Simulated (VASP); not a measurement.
# Ta2C (P-3m1) in VASP: settings compared, part 2 of 2

VASP 6.6.1. Earlier steps stand in the parts before.

**3. Single point, PBEsol**

This run uses another cell than the first one, of 13.61 Å³/atom, 1.024 times its volume.

File INCAR:

```
SYSTEM = Ta2C
PREC = Accurate ; ENCUT = 520
EDIFF = 1E-7 ; ISMEAR = 1
SIGMA = 0.15 ; LREAL = .False.
LASPH = .True. ; NELM = 100
ALGO = Normal ; ISIF = 2
LWAVE = .False. ; LCHARG = .True.
GGA = PS ; LELF = .True.
LVHAR = .True. ; NBANDS = 20
```

File KPOINTS:

```
Automatic mesh
0
Gamma
  10 10 6
  0 0 0
```

File POSCAR:

```
Ta2C
1.0
    3.0964394999      0.0000000000      0.0000000000
   -1.5482197499      2.6815952682      0.0000000000
    0.0000000000      0.0000000000      4.9187077657
Ta C
2 1
Direct
    0.3333333333      0.6666666667      0.2527143135
    0.6666666667      0.3333333333      0.7472856865
    0.0000000000      0.0000000000      0.0000000000
```

Potentials or basis: VASP PAW PBE potentials, release 64 (Ta_pv, C).

The run is started by

```sh
cat potpaw_PBE.64/Ta_pv/POTCAR potpaw_PBE.64/C/POTCAR > POTCAR
mpirun -np 1 vasp_std > vasp.out
```

OUTCAR:

```text
SYSTEM = Ta2C
   PREC = Accurate
   ENCUT = 520
   EDIFF = 1E-7
   ISMEAR = 1
   LREAL = .False.
   LASPH = .True.
   NELM = 100
   ISIF = 2
   GGA = PS

 ion  position               nearest neighbor table
   1  0.333  0.667  0.253-   3 2.18   3 2.18   3 2.18   2 3.02   2 3.02   2 3.02   2 3.06   2 3.06
                             2 3.06
   2  0.667  0.333  0.747-   3 2.18   3 2.18   3 2.18   1 3.02   1 3.02   1 3.02   1 3.06   1 3.06
                             1 3.06
   3  0.000  0.000  0.000-   1 2.18   2 2.18   1 2.18   2 2.18   2 2.18   1 2.18

  LATTYP: Found a hexagonal cell.
 ALAT       =     3.0964394999
 C/A-ratio  =     1.5885043986

  Lattice vectors:

 A1 = (   3.0964394999,   0.0000000000,   0.0000000000)
 A2 = (  -1.5482197499,   2.6815952682,   0.0000000000)
 A3 = (   0.0000000000,   0.0000000000,   4.9187077657)

Analysis of symmetry for initial positions (statically):
=====================================================================
 Subroutine PRICEL returns:
 Original cell was already a primitive cell.

 Routine SETGRP: Setting up the symmetry group for a
 hexagonal supercell.

 Subroutine GETGRP returns: Found 12 space group operations
 (whereof 12 operations were pure point group operations)
[... 161 lines left out ...]
  ext. energy  EPLUGINS =         0.00000000
  ---------------------------------------------------
  free energy    TOTEN  =       -36.70019934 eV

  energy without entropy =      -36.69888314  energy(sigma->0) =      -36.69976061

 E-fermi :   6.5123     XC(G=0): -12.9410

 val. band max:        6.4906036443   @ k =   0.1000   0.0000   0.1667
 cond. band min:       6.5410191193   @ k =  -0.1000   0.3000   0.3333
 fundamental gap:      0.0504154750
 Fermi energy:         6.5122809824

 k-point     1 :       0.0000    0.0000    0.0000
  band No.  band energies     occupation
      1     -28.2919      2.00000
      2     -27.5786      2.00000
      3     -27.5786      2.00000
      4     -27.4612      2.00000
      5     -27.4612      2.00000
      6     -27.3753      2.00000
[... 541 lines left out ...]
     19      12.1969      0.00000
     20      13.1948      0.00000

 [... further k-points ...]
[... 5 lines left out ...]
  --------------------------------------------------------------------------------------
  -------------------------------------------------------------------------------------
  Total        0.1374704      0.1374704      0.1194347      0.0000000      0.0000000      0.0000000
  in kB        5.3927813      5.3927813      4.6852664      0.0000000      0.0000000      0.0000000
  external PRESSURE =       5.1569430 kB  Pullay stress =       0.0000000 kB

 VOLUME and BASIS-vectors are now :
 -----------------------------------------------------------------------------
  energy-cutoff  :      520.00
  volume of cell :       40.84
      direct lattice vectors                 reciprocal lattice vectors
     3.096439500  0.000000000  0.000000000     0.322951571  0.186456176  0.000000000
    -1.548219750  2.681595268  0.000000000     0.000000000  0.372912353  0.000000000
     0.000000000  0.000000000  4.918707766     0.000000000  0.000000000  0.203305431

 POSITION                                       TOTAL-FORCE (eV/Angst)
 -----------------------------------------------------------------------------------
     -0.00000      1.78773      1.24303        -0.000000      0.000000      0.046913
      1.54822      0.89387      3.67568         0.000000     -0.000000     -0.046913
      0.00000      0.00000      0.00000        -0.000000      0.000000      0.000000
 -----------------------------------------------------------------------------------
    total drift:                               -0.000000      0.000000     -0.000000

  FREE ENERGIE OF THE ION-ELECTRON SYSTEM (eV)
  ---------------------------------------------------
  free  energy   TOTEN  =       -36.7001993429 eV

  energy  without entropy=      -36.6988831422  energy(sigma->0) =      -36.69976061
```

OSZICAR:

```text
N       E                     dE             d eps       ncg     rms          rms(c)
DAV:   1     0.200397778254E+03    0.20040E+03   -0.14937E+04  2880   0.136E+03
DAV:   2    -0.321604338716E+02   -0.23256E+03   -0.22704E+03  3236   0.382E+02
DAV:   3    -0.405281392546E+02   -0.83677E+01   -0.82622E+01  3652   0.649E+01
DAV:   4    -0.406294527060E+02   -0.10131E+00   -0.10107E+00  3532   0.690E+00
DAV:   5    -0.406303293967E+02   -0.87669E-03   -0.87643E-03  3572   0.607E-01    0.286E+01
DAV:   6    -0.369470741654E+02    0.36833E+01   -0.17144E+01  3604   0.237E+01    0.122E+01
DAV:   7    -0.367485605648E+02    0.19851E+00   -0.13978E+00  3200   0.729E+00    0.579E+00
DAV:   8    -0.367049351799E+02    0.43625E-01   -0.17655E-01  3504   0.279E+00    0.528E-01
DAV:   9    -0.367006011933E+02    0.43340E-02   -0.22218E-02  3476   0.894E-01    0.187E-01
DAV:  10    -0.367002573284E+02    0.34386E-03   -0.33252E-03  3676   0.452E-01    0.553E-02
DAV:  11    -0.367001997584E+02    0.57570E-04   -0.37209E-04  3384   0.120E-01    0.268E-02
DAV:  12    -0.367001998674E+02   -0.10905E-06   -0.24514E-05  3332   0.367E-02    0.671E-03
DAV:  13    -0.367001995890E+02    0.27850E-06   -0.37175E-06  3432   0.124E-02    0.433E-03
DAV:  14    -0.367001993421E+02    0.24680E-06   -0.93271E-07  3444   0.636E-03    0.514E-04
DAV:  15    -0.367001993429E+02   -0.78035E-09   -0.35879E-08  1772   0.135E-03
   1 F= -.36700199E+02 E0= -.36699761E+02  d E =-.131620E-02
```

stdout:

```text
POSCAR found type information on POSCAR TaC
 POSCAR found :  2 types and       3 ions
 scaLAPACK will be used
 -----------------------------------------------------------------------------
|                                                                             |
|                                                                             |
|     You enforced a specific xc type in the INCAR file but a different       |
|     I HOPE YOU KNOW WHAT YOU ARE DOING!                                     |
|                                                                             |
 -----------------------------------------------------------------------------

 LDA part: xc-table for (Slater+PW92), standard interpolation
 POSCAR, INCAR and KPOINTS ok, starting setup
 FFT: planning ... GRIDC
 FFT: planning ... GRID_SOFT
 FFT: planning ... GRID
 WAVECAR not read
 entering main loop
```

It took 32 s on 1 thread of Intel Xeon Platinum 8488C (Sapphire Rapids), shared host; peak memory 0.19 GiB.

Results:

* Free energy: -36.7002 eV
* Pressure: 0.5 GPa
* Largest force: 0.047 eV/Å
* Band gap on the k mesh: zero (band 13 reaches 7.00 eV, above the bottom of band 14 at 6.20 eV)

Forces in eV/Å, atoms in the order of the input:
```
Ta   0.000  0.000  0.047
Ta   0.000  0.000 -0.047
C    0.000  0.000  0.000
```

Levels at points of the mesh, in eV from the Fermi level:
| k point | band 11 | band 12 | band 13 | band 14 | band 15 | band 16 |
| --- | --- | --- | --- | --- | --- | --- |
| (0.00, 0.00, 0.00) | -3.00 | -0.02 | 0.49 | 0.49 | 1.10 | 1.10 |
| (0.50, 0.00, 0.00) | -3.78 | -1.82 | -0.26 | 3.35 | 3.46 | 4.69 |
| (0.00, 0.00, 0.50) | -1.84 | -1.57 | -0.32 | -0.32 | 2.96 | 2.96 |
| (0.50, 0.00, 0.50) | -2.57 | -1.17 | -1.00 | 1.54 | 1.54 | 4.32 |

Caveat: the PAW data sets were made with another functional, which shifts forces and pressure a little; spin-orbit coupling is left out, which moves the levels of the heavy elements.

**4. Relaxation of cell and atoms, PBEsol**

This run uses another cell than the first one, of 13.77 Å³/atom, 1.036 times its volume.

File INCAR:

```
SYSTEM = Ta2C
PREC = Accurate
ENCUT = 600
EDIFF = 1E-6
ISMEAR = 1
SIGMA = 0.15
LREAL = .FALSE.
LASPH = .TRUE.
NELM = 100
ALGO = Normal
ISIF = 3
LWAVE = .FALSE.
LCHARG = .FALSE.
GGA = PS
IBRION = 2
NSW = 80
EDIFFG = -0.005
```

File KPOINTS:

```
regular mesh
0
G
  10 10 6
  0 0 0
```

File POSCAR:

```
Ta2C
1.0
    3.1059000000      0.0000000000      0.0000000000
   -1.5529500000      2.6897883016      0.0000000000
    0.0000000000      0.0000000000      4.9464000000
Ta C
2 1
Direct
    0.3333333333      0.6666666667      0.2520100000
    0.6666666667      0.3333333333      0.7479900000
    0.0000000000      0.0000000000      0.0000000000
```

The run is started by

```sh
cat potpaw_PBE.64/Ta_pv/POTCAR potpaw_PBE.64/C/POTCAR > POTCAR
mpirun -np 1 vasp_std > vasp.out
```

It took 2.2 min on 1 thread of Intel Xeon Platinum 8488C (Sapphire Rapids), shared host; peak memory 0.22 GiB.

The run converged. Its results:

```yaml
Free_energy: -36.7020 eV
Relaxed_volume: 13.63 Å³/atom
Relaxed_cell: a = 3.098 Å, b = 3.098 Å, c = 4.920 Å, α = 90.00°, β = 90.00°, γ = 120.00°
Space_group_after_relaxing_to_0.05_Å: P-3m1 (No. 164)
Energy_gained_by_relaxing: 1.3 meV/atom
Ionic_steps: 6
Pressure_after_relaxing: 0.0 GPa
Band_gap_on_the_k_mesh: zero (band 13 reaches 6.99 eV, above the bottom of band 14 at 6.19 eV)
```

Step by step:
```csv
step,energy change (eV),largest force (eV/Å),pressure (GPa),volume (Å³)
1,0.0000,0.0409,-2.68,41.32
2,0.0177,0.3014,7.31,39.96
3,-0.0035,0.1154,0.07,40.93
4,-0.0040,0.0238,0.00,40.89
5,-0.0040,0.0030,0.00,40.90
6,-0.0040,0.0008,0.00,40.90
```

Final structure:
```yaml
crystal:
  lattice:
    - [3.09829, 0.00000, 0.00000]
    - [-1.54915, 2.68320, 0.00000]
    - [0.00000, 0.00000, 4.91954]
  atoms:
    - { symbol: Ta, position: [0.33333, 0.66667, 0.25294] }
    - { symbol: Ta, position: [0.66667, 0.33333, 0.74706] }
    - { symbol: C, position: [0.00000, 0.00000, 0.00000] }
```

Levels at points of the mesh, in eV from the Fermi level:
```tsv
k point	band 10	band 11	band 12	band 13	band 14	band 15	band 16	band 17
(0.00, 0.00, 0.00)	-3.63	-3.00	-0.02	0.49	0.49	1.10	1.10	2.36
(0.50, 0.00, 0.00)	-4.04	-3.78	-1.83	-0.26	3.34	3.45	4.68	5.09
(0.00, 0.00, 0.50)	-3.88	-1.84	-1.56	-0.32	-0.32	2.96	2.96	3.49
(0.50, 0.00, 0.50)	-3.60	-2.56	-1.18	-1.00	1.52	1.53	4.32	4.84
```

Caveat: the PAW data sets were made with another functional, which shifts forces and pressure a little; spin-orbit coupling is left out, which moves the levels of the heavy elements.

**5. Relaxation of cell and atoms, PBEsol+D3(BJ)**

This run uses another cell than the first one, of 13.77 Å³/atom, 1.036 times its volume.

File INCAR:

```
PREC = Accurate
ENCUT = 600
EDIFF = 1E-6
ISMEAR = 1
SIGMA = 0.15
LREAL = False
LASPH = True
NELM = 100
ALGO = Normal
ISIF = 3
LWAVE = False
LCHARG = False
GGA = PS
IVDW = 12
IBRION = 2
NSW = 80
EDIFFG = -0.005
```

File KPOINTS:

```
Automatic mesh
0
Gamma
  10 10 6
```

POSCAR is that of step 4.

The run is started by

```sh
cat potpaw_PBE.64/Ta_pv/POTCAR potpaw_PBE.64/C/POTCAR > POTCAR
mpirun -np 1 vasp_std > vasp.out
```

Wall time 3.2 min (1 thread of Intel Xeon Platinum 8488C (Sapphire Rapids), shared host); peak memory 0.23 GiB.

It converged, with:

| Property | Result |
| --- | --- |
| Free energy | -38.3341 eV |
| Relaxed volume | 13.32 Å³/atom |
| Relaxed cell | a = 3.074 Å, b = 3.074 Å, c = 4.882 Å, α = 90.00°, β = 90.00°, γ = 120.00° |
| Space group after relaxing (to 0.05 Å) | P-3m1 (No. 164) |
| Energy gained by relaxing | 13.3 meV/atom |
| Ionic steps | 10 |
| Pressure after relaxing | 0.0 GPa |
| Band gap on the k mesh | zero (band 13 reaches 7.20 eV, above the bottom of band 14 at 6.37 eV) |
| Dispersion energy per atom | -0.550 eV |

Step by step:
```csv
step,energy change (eV),largest force (eV/Å),pressure (GPa),volume (Å³)
1,0.0000,0.0462,-8.90,41.32
2,0.2308,1.1581,29.40,36.91
3,-0.0364,0.3140,-0.28,40.09
4,-0.0364,0.3231,0.02,40.05
5,-0.0395,0.0971,0.07,39.92
6,-0.0398,0.0007,0.07,39.95
7,-0.0398,0.0045,-0.12,39.98
8,-0.0398,0.0033,-0.08,39.97
9,-0.0398,0.0066,0.09,39.95
10,-0.0398,0.0012,0.02,39.96
```

Final structure:
```
Ta C
1.0
     3.07418    0.00000    0.00000
    -1.53709    2.66232    0.00000
     0.00000    0.00000    4.88235
Ta C
2 1
Direct
  0.33333 0.66667 0.25423
  0.66667 0.33333 0.74577
  0.00000 0.00000 0.00000
```

Levels at points of the mesh, in eV from the Fermi level:
```tsv
k point	band 9	band 10	band 11	band 12	band 13	band 14	band 15	band 16	band 17
(0.00, 0.00, 0.00)	-3.65	-3.65	-2.96	-0.02	0.51	0.51	1.15	1.15	2.40
(0.50, 0.00, 0.00)	-4.42	-4.09	-3.89	-1.84	-0.20	3.41	3.57	4.86	5.30
(0.00, 0.00, 0.50)	-3.91	-3.91	-1.93	-1.51	-0.32	-0.32	3.09	3.09	3.60
(0.50, 0.00, 0.50)	-4.73	-3.61	-2.60	-1.15	-0.97	1.50	1.54	4.49	5.01
```

Caveat: the PAW data sets were made with another functional, which shifts forces and pressure a little; spin-orbit coupling is left out, which moves the levels of the heavy elements; pairwise dispersion overbinds metals, which lowers pressure and volume.

**6. The runs side by side**

```tsv
task	level	cell	cutoff (eV)	gap on the mesh (eV)	pressure (GPa)	relaxed volume (Å³/atom)	largest force (eV/Å)
single point	PBEsol+D3(BJ)	a = 3.072, b = 3.072, c = 4.881 Å, angles 90.0, 90.0, 120.0°, 3 atoms	520	none	0.6	-	0.05
single point	PBEsol	a = 3.096, b = 3.096, c = 4.919 Å, angles 90.0, 90.0, 120.0°, 3 atoms	520	none	0.5	-	0.05
relaxation of cell and atoms	PBEsol	relaxed from a = 3.106, b = 3.106, c = 4.946 Å, angles 90.0, 90.0, 120.0°, 3 atoms	600	none	0.0	13.63	-
relaxation of cell and atoms	PBEsol+D3(BJ)	relaxed from a = 3.106, b = 3.106, c = 4.946 Å, angles 90.0, 90.0, 120.0°, 3 atoms	600	none	0.0	13.32	-
```

Alike in all rows: potentials or basis VASP PAW PBE potentials, release 64 (Ta_pv, C); no spin polarisation; k mesh 10 × 10 × 6; smearing methfessel-paxton 0.15 eV.

Caveats: the PAW data sets were made with another functional, which shifts forces and pressure a little; spin-orbit coupling is left out, which moves the levels of the heavy elements; pairwise dispersion overbinds metals, which lowers pressure and volume (some runs).

Total energies depend on the potentials used, so only differences within one code and one set of settings carry meaning.
